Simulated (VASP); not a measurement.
# CdSe (P1) in VASP: a series of runs

CdSe is run at these levels: PBE; tasks: single point.

Everything below comes from runs of VASP 6.6.1. Logs are shortened: lines on timing, memory, paths and dates and some standing lists are left out, and cuts for length are marked.

### Step 1. The cell of the first run

The typed cell holds 16 atoms: a = 8.041 Å, b = 8.041 Å, c = 8.041 Å, α = 60.00°, β = 60.00°, γ = 60.00°.

### Step 2. Single point, PBE

Input file INCAR:

```
SYSTEM = CdSe
  ALGO = Normal
  EDIFF = 1E-7
  ENCUT = 520
  GGA = PE
  ISIF = 2
  ISMEAR = -1
  LASPH = .TRUE.
  LCHARG = .FALSE.
  LREAL = Auto
  LWAVE = .FALSE.
  NBANDS = 86
  NELM = 100
  PREC = Accurate
  SIGMA = 0.069
```

Input file KPOINTS:

```
k-points
0
G
  2 2 2
  0 0 0
```

Input file POSCAR:

```
CdSe
1.0
    0.0000000000      5.6858917471      5.6858917471
    5.6858917471      0.0000000000      5.6858917471
    5.6858917471      5.6858917471      0.0000000000
Cd Se
8 8
Direct
    0.0086084122     -0.0018279455     -0.0167497913
   -0.0167768759      0.0006893378      0.5112440808
    0.0034974285      0.5111764573      0.0024057792
   -0.0034955819      0.5032843795      0.4962353533
    0.4942254663      0.0161581515     -0.0113413169
    0.5023353639     -0.0027335202      0.5082478929
    0.4987951101      0.5073480341     -0.0127283464
    0.4955525229      0.4933746763      0.5062535708
    0.2429829060      0.2447776992      0.2568379007
    0.2667425916      0.2480542301      0.7504378715
    0.2424690025      0.7611290704      0.2382160196
    0.2477253459      0.7347673304      0.7559147608
    0.7420085868      0.2523144238      0.2616267713
    0.7672155387      0.2412549449      0.7593648793
    0.7435493302      0.7674263236      0.2345282076
    0.7660809762      0.7381599381      0.7416904309
```

Potentials or basis: VASP PAW PBE potentials, release 64 (Cd, Se).

Run with:

```sh
$ cat potpaw_PBE.64/Cd/POTCAR potpaw_PBE.64/Se/POTCAR > POTCAR
$ mpirun -np 1 vasp_std > vasp.out
```

OUTCAR:

```text
SYSTEM = CdSe
   EDIFF = 1E-7
   ENCUT = 520
   GGA = PE
   ISIF = 2
   ISMEAR = -1
   LASPH = .TRUE.
   LREAL = Auto
   NELM = 100
   PREC = Accurate

 ion  position               nearest neighbor table
   1  0.009  0.998  0.983-  14 2.65  11 2.78  12 2.79  15 2.82  10 2.89  13 3.03
   2  0.983  0.001  0.511-  16 2.73  14 2.79  13 2.79   9 2.87  12 2.90  11 2.92
   3  0.003  0.511  0.002-  12 2.66  15 2.78   9 2.81  16 2.84  10 2.93  13 2.96
   4  0.997  0.503  0.496-  16 2.73  14 2.80   9 2.83  11 2.87  15 2.93  10 2.98
   5  0.494  0.016  0.989-  10 2.65  15 2.82   9 2.83  14 2.84  11 2.88  16 2.99
   6  0.502  0.997  0.508-  10 2.80  13 2.81  16 2.83  15 2.87   9 2.91  12 2.94
[... 8 lines left out ...]
  15  0.744  0.767  0.235-   3 2.78   5 2.82   1 2.82   6 2.87   4 2.93   8 2.97
  16  0.766  0.738  0.742-   4 2.73   2 2.73   6 2.83   7 2.84   3 2.84   5 2.99

  LATTYP: Found a face centered cubic cell.
 ALAT       =    11.3717834942

  Lattice vectors:

 A1 = (   0.0000000000,   5.6858917471,   5.6858917471)
 A2 = (   5.6858917471,   0.0000000000,   5.6858917471)
 A3 = (   5.6858917471,   5.6858917471,   0.0000000000)

Analysis of symmetry for initial positions (statically):
=====================================================================
 Subroutine PRICEL returns:
 Original cell was already a primitive cell.

 Routine SETGRP: Setting up the symmetry group for a
 face centered cubic supercell.

 Subroutine GETGRP returns: Found  1 space group operations
 (whereof  1 operations were pure point group operations)
 out of a pool of 48 trial point group operations.

The static configuration has the point symmetry C_1 .

Analysis of symmetry for dynamics (positions and initial velocities):
=====================================================================
 Subroutine PRICEL returns:
 Original cell was already a primitive cell.

 Routine SETGRP: Setting up the symmetry group for a
 face centered cubic supercell.

 Subroutine GETGRP returns: Found  1 space group operations
 (whereof  1 operations were pure point group operations)
 out of a pool of 48 trial point group operations.

The dynamic configuration has the point symmetry C_1 .

 Subroutine INISYM returns: Found  1 space group operations
 (whereof  1 operations are pure point group operations),
 and found     1 'primitive' translations

----------------------------------------------------------------------------------------

                                     Primitive cell

  volume of cell :     367.6425

  direct lattice vectors                    reciprocal lattice vectors
     0.000000000  5.685891747  5.685891747    -0.087936954  0.087936954  0.087936954
     5.685891747  0.000000000  5.685891747     0.087936954 -0.087936954  0.087936954
     5.685891747  5.685891747  0.000000000     0.087936954  0.087936954 -0.087936954

  length of vectors
     8.041065223  8.041065223  8.041065223     0.152311272  0.152311272  0.152311272

  position of ions in fractional coordinates (direct lattice)
     0.008608412  0.998172055  0.983250209
     0.983223124  0.000689338  0.511244081
     0.003497428  0.511176457  0.002405779
     0.996504418  0.503284380  0.496235353
     0.494225466  0.016158152  0.988658683
     0.502335364  0.997266480  0.508247893
[... 8 lines left out ...]
     0.743549330  0.767426324  0.234528208
     0.766080976  0.738159938  0.741690431

  ion indices of the primitive-cell ions
   primitive index   ion index
                 1           1
                 2           2
                 3           3
                 4           4
                 5           5
                 6           6
[... 8 lines left out ...]
                15          15
                16          16

----------------------------------------------------------------------------------------

 KPOINTS: k-points

Automatic generation of k-mesh.
 Grid dimensions read from file:
 generate k-points for:    2    2    2

 Generating k-lattice:

  Cartesian coordinates                     Fractional coordinates (reciprocal lattice)
    -0.043968477  0.043968477  0.043968477     0.500000000  0.000000000  0.000000000
     0.043968477 -0.043968477  0.043968477     0.000000000  0.500000000  0.000000000
     0.043968477  0.043968477 -0.043968477     0.000000000  0.000000000  0.500000000

  Length of vectors
     0.076155636  0.076155636  0.076155636

  Shift w.r.t. Gamma in fractional coordinates (k-lattice)
     0.000000000  0.000000000  0.000000000

 Subroutine IBZKPT returns following result:
 ===========================================

 Found      8 irreducible k-points:

 Following reciprocal coordinates:
            Coordinates               Weight
  0.000000  0.000000  0.000000      1.000000
  0.500000  0.000000  0.000000      1.000000
  0.000000  0.500000  0.000000      1.000000
  0.000000  0.000000  0.500000      1.000000
  0.500000  0.500000  0.500000      1.000000
  0.500000  0.500000  0.000000      1.000000
  0.000000  0.500000  0.500000      1.000000
  0.500000  0.000000  0.500000      1.000000
   k-points           NKPTS =      8   k-points in BZ     NKDIM =      8   number of bands    NBANDS=     86
   number of dos      NEDOS =    301   number of ions     NIONS =     16
   total plane-waves  NPLWV = 216000
   dimension x,y,z NGX =    60 NGY =   60 NGZ =   60
   dimension x,y,z NGXF=   120 NGYF=  120 NGZF=  120
   ions per type =               8   8
   NGX,Y,Z   is equivalent  to a cutoff of  12.40, 12.40, 12.40 a.u.
   NGXF,Y,Z  is equivalent  to a cutoff of  24.81, 24.81, 24.81 a.u.
 SYSTEM =  CdSe
   PREC   = accura    normal or accurate (medium, high low for compatibility)
   ISTART =      0    job   : 0-new  1-cont  2-samecut
   ICHARG =      2    charge: 1-file 2-atom 10-const
   ISPIN  =      1    spin polarized calculation?
   LNONCOLLINEAR =      F non collinear calculations
   LSORBIT =      F    spin-orbit coupling
   LASPH  =      T    aspherical Exc in radial PAW
   ENCUT  =  520.0 eV  38.22 Ry    6.18 a.u.  14.95 14.95 14.95*2*pi/ulx,y,z
   NELM   =    100;   NELMIN=  2; NELMDL= -5     # of ELM steps
   EDIFF  = 0.1E-06   stopping-criterion for ELM
   LREAL  =      T    real-space projection
   EDIFFG = 0.1E-05   stopping-criterion for IOM
   NSW    =      0    number of steps for IOM
   IBRION =     -1    ionic relax: 0-MD 1-quasi-New 2-CG
   NFREE  =      0    steps in history (QN), initial steepest desc. (CG)
   ISIF   =      2    stress and relaxation
   ISYM   =      2    0-nonsym 1-usesym 2-fastsym
   POTIM  = 0.5000    time-step for ionic-motion
   TEBEG  =    0.0;   TEEND  =   0.0 temperature during run
   PSTRESS=    0.0 pullay stress
   NELECT =     144.0000    total number of electrons
   NUPDOWN=      -1.0000    fix difference up-down
   EMIN   =  10.00;   EMAX   =-10.00  energy-range for DOS
   EFERMI =   0.00;   METHOD = LEGACY
   ISMEAR =    -1;   SIGMA  =   0.07  broadening in eV -4-tet -1-fermi 0-gaus
   EFERMI_NEDOS =   21; number of points for ismear=-14 and -15
   IALGO  =     38    algorithm
   IMIX   =      4    mixing-type and parameters
     AMIX     =   0.40;   BMIX     =  1.00
     AMIX_MAG =   1.60;   BMIX_MAG =  1.00
  volume/ion in A,a.u.               =      22.98       155.06
  Fermi-wavevector in a.u.,A,eV,Ry     =   1.197808  2.263528 19.520865  1.434743
  Thomas-Fermi vector in A             =   2.333713
   LORBIT       =      0    0 simple, 1 ext, 2 COOP (PROOUT), +10 PAW based schemes
   GGA     = PE    functional components
   LHFCALC =     F    Hartree Fock is set to
   AEXX    =    0.0000 exact exchange contribution
   IVDW    =     0    specifies the selected vdW correction
   LEPSILON=     F    determine dielectric tensor
   LRPA    =     F    only Hartree local field effects (RPA)
 non-spin polarized calculation
  energy-cutoff  :      520.00
  volume of cell :      367.64
 maximum number of plane-waves:      9922
 NGX is ok and might be reduce to    60
   NGX = 29   NGY = 29   NGZ = 29

 number of electron     144.0000003 magnetization

 Free energy of the ion-electron system (eV)
  ---------------------------------------------------
  ext. energy  EPLUGINS =         0.00000000
  ---------------------------------------------------
  free energy    TOTEN  =       -40.75511121 eV

  energy without entropy =      -40.66033755  energy(sigma->0) =      -40.70772438

 E-fermi :   2.6418     XC(G=0): -10.1402

 val. band max:        2.5801459528   @ k =   0.0000   0.0000   0.0000
 cond. band min:       2.6915807496   @ k =   0.0000   0.0000   0.0000
 fundamental gap:      0.1114347968
 Fermi energy:         2.6417907166

 k-point     1 :       0.0000    0.0000    0.0000
  band No.  band energies     occupation
      1     -10.5820      2.00000
      2      -9.8765      2.00000
      3      -9.8387      2.00000
      4      -9.7830      2.00000
      5      -9.5420      2.00000
      6      -9.4827      2.00000
[... 76 lines left out ...]
     83       7.7890      0.00000
     84       7.8030      0.00000

 k-point     2 :       0.5000    0.0000    0.0000
  band No.  band energies     occupation
      1     -10.2071      2.00000
      2     -10.1573      2.00000
      3      -9.8404      2.00000
      4      -9.7950      2.00000
      5      -9.6057      2.00000
      6      -9.5857      2.00000
[... 511 lines left out ...]
     83       7.6965      0.00000
     84       7.7110      0.00000

 k-point     8 :       0.5000    0.0000    0.5000
  band No.  band energies     occupation
      1     -10.1560      2.00000
      2     -10.1130      2.00000
      3      -9.8457      2.00000
      4      -9.8150      2.00000
      5      -9.6559      2.00000
      6      -9.6254      2.00000
[... 76 lines left out ...]
     83       7.7272      0.00000
     84       7.7552      0.00000
 [bands above 84 left out]

------------------------ aborting loop because EDIFF is reached ----------------------------------------

  FORCE on cell =-STRESS in cart. coord.  units (eV):
  Direction    XX          YY          ZZ          XY          YZ          ZX
  --------------------------------------------------------------------------------------
  -------------------------------------------------------------------------------------
  Total        6.9548879      7.2885767      8.0471865     -0.0779769      0.0798761     -0.0729677
  in kB       30.3092338     31.7634419     35.0694450     -0.3398213      0.3480983     -0.3179913
  external PRESSURE =      32.3807069 kB  Pullay stress =       0.0000000 kB

 VOLUME and BASIS-vectors are now :
 -----------------------------------------------------------------------------
  energy-cutoff  :      520.00
  volume of cell :      367.64
      direct lattice vectors                 reciprocal lattice vectors
     0.000000000  5.685891747  5.685891747    -0.087936954  0.087936954  0.087936954
     5.685891747  0.000000000  5.685891747     0.087936954 -0.087936954  0.087936954
     5.685891747  5.685891747  0.000000000     0.087936954  0.087936954 -0.087936954

 POSITION                                       TOTAL-FORCE (eV/Angst)
 -----------------------------------------------------------------------------------
     11.26615      5.63960      5.72444         0.385605      0.493075     -0.016560
      2.91080      8.49738      5.59442        -0.307387     -0.081289      0.379314
      2.92017      0.03356      2.92638        -0.080257      0.040259     -0.710749
      5.68316      8.48756      8.52764        -0.237960     -0.074441      0.210736
      5.71328      8.43152      2.90199        -0.007955      0.526474     -0.230241
      8.56019      5.74607      8.52657        -0.142604     -0.221706      0.060484
[... 8 lines left out ...]
      5.69700      5.56124      8.59124         0.206059     -0.088991     -0.455165
      8.41427      8.57303      8.55295         0.064564     -0.037906     -0.219359
 -----------------------------------------------------------------------------------
    total drift:                                0.007858     -0.008225      0.001942

  FREE ENERGIE OF THE ION-ELECTRON SYSTEM (eV)
  ---------------------------------------------------
  free  energy   TOTEN  =       -40.7551112134 eV

  energy  without entropy=      -40.6603375463  energy(sigma->0) =      -40.70772438
```

Wall time 16 min (1 thread of Intel Xeon 8259CL, shared host); peak memory 0.56 GiB.

Results:

```yaml
Free_energy: -40.7551 eV
Pressure: 3.2 GPa
Largest_force: 0.787 eV/Å
```

Forces in eV/Å, atoms in the order of the input:
```
Cd   0.386  0.493 -0.017
Cd  -0.307 -0.081  0.379
Cd  -0.080  0.040 -0.711
Cd  -0.238 -0.074  0.211
Cd  -0.008  0.526 -0.230
Cd  -0.143 -0.222  0.060
Cd   0.252  0.416 -0.189
Cd  -0.144 -0.214  0.524
Se   0.360  0.160  0.001
Se  -0.049 -0.223 -0.359
Se  -0.160 -0.086 -0.092
Se  -0.364 -0.096  0.692
Se   0.096 -0.224  0.283
Se   0.128 -0.288  0.123
Se   0.206 -0.089 -0.455
Se   0.065 -0.038 -0.219
```

Caveat: the k points lie up to 0.48 Å⁻¹ apart; the atoms stand as in a frame of molecular dynamics.

### Step 3. Single point, PBE

Input file INCAR:

```
PREC = Accurate
ENCUT = 520
EDIFF = 1E-6
ISMEAR = -1
SIGMA = 0.069
LREAL = Auto
LASPH = T
NELM = 60
ALGO = Normal
ISIF = 2
LWAVE = F
LCHARG = T
GGA = PE
LELF = T
LVHAR = T
NBANDS = 86
```

Input file KPOINTS:

```
regular mesh
0
Gamma
  2 2 2
```

Input file POSCAR:

```
CdSe
1.0
    0.0000000000      5.6858917471      5.6858917471
    5.6858917471      0.0000000000      5.6858917471
    5.6858917471      5.6858917471      0.0000000000
Cd Se
8 8
Direct
    0.0140829273     -0.0023290982     -0.0227974794
   -0.0234864654      0.0029287402      0.5124845195
    0.0014065516      0.5165283883      0.0041435013
   -0.0051710446      0.5039160307      0.4945540867
    0.4900184745      0.0247503833     -0.0139730061
    0.5029805574     -0.0055623641      0.5121198450
    0.4927837399      0.5141228729     -0.0140051910
    0.4978453910      0.4917752789      0.5069426447
    0.2366591838      0.2461817006      0.2621820053
    0.2687419262      0.2475939681      0.7536878454
    0.2382729148      0.7640472582      0.2338257672
    0.2502281196      0.7314358389      0.7528367036
    0.7373138087      0.2511276267      0.2689870944
    0.7783176671      0.2382927886      0.7596555109
    0.7378243707      0.7742923530      0.2305551281
    0.7685965007      0.7329243477      0.7374757886
```

Potentials or basis: VASP PAW PBE potentials, release 64 (Cd, Se).

Run with:

```sh
$ cat potpaw_PBE.64/Cd/POTCAR potpaw_PBE.64/Se/POTCAR > POTCAR
$ mpirun -np 1 vasp_std > vasp.out
```

Run time: 15 min. Hardware: 1 thread of Intel Xeon 8259CL, shared host; peak memory 0.56 GiB.

It converged, with:

```
Free energy   : -40.6238 eV
Pressure      : 3.7 GPa
Largest force : 0.880 eV/Å
```

Forces in eV/Å, atoms in the order of the input:
```
Cd   0.443  0.708 -0.075
Cd  -0.347 -0.030  0.400
Cd  -0.115  0.033 -0.834
Cd  -0.294 -0.091  0.320
Cd   0.013  0.839 -0.233
Cd  -0.107 -0.327  0.092
Cd   0.161  0.582 -0.228
Cd  -0.156 -0.275  0.554
Se   0.277  0.163  0.088
Se  -0.027 -0.400 -0.349
Se  -0.133 -0.004 -0.075
Se  -0.417 -0.198  0.749
Se   0.076 -0.353  0.340
Se   0.288 -0.587 -0.076
Se   0.148 -0.157 -0.463
Se   0.192  0.097 -0.211
```

Stress tensor (GPa, compression positive):
```
 3.46  0.00 -0.07
 0.00  3.91  0.02
-0.07  0.02  3.88
```

Levels at points of the mesh, in eV from the Fermi level:
```csv
k point,band 70,band 71,band 72,band 73,band 74,band 75
"(0.00, 0.00, 0.00)",-0.14,-0.12,-0.12,-0.08,0.08,0.32
"(0.50, 0.00, 0.00)",-0.52,-0.43,-0.38,1.86,1.89,1.93
"(0.00, 0.50, 0.00)",-0.56,-0.36,-0.29,1.84,1.87,1.94
"(0.00, 0.00, 0.50)",-0.63,-0.29,-0.23,1.79,1.85,1.86
"(0.50, 0.50, 0.50)",-0.49,-0.45,-0.38,1.82,1.86,1.93
"(0.50, 0.50, 0.00)",-0.28,-0.25,-0.19,2.27,2.39,2.93
"(0.00, 0.50, 0.50)",-0.31,-0.24,-0.15,2.28,2.36,2.84
"(0.50, 0.00, 0.50)",-0.31,-0.24,-0.23,2.35,2.37,2.92
```

Caveat: the k points lie up to 0.48 Å⁻¹ apart; the atoms stand as in a frame of molecular dynamics.
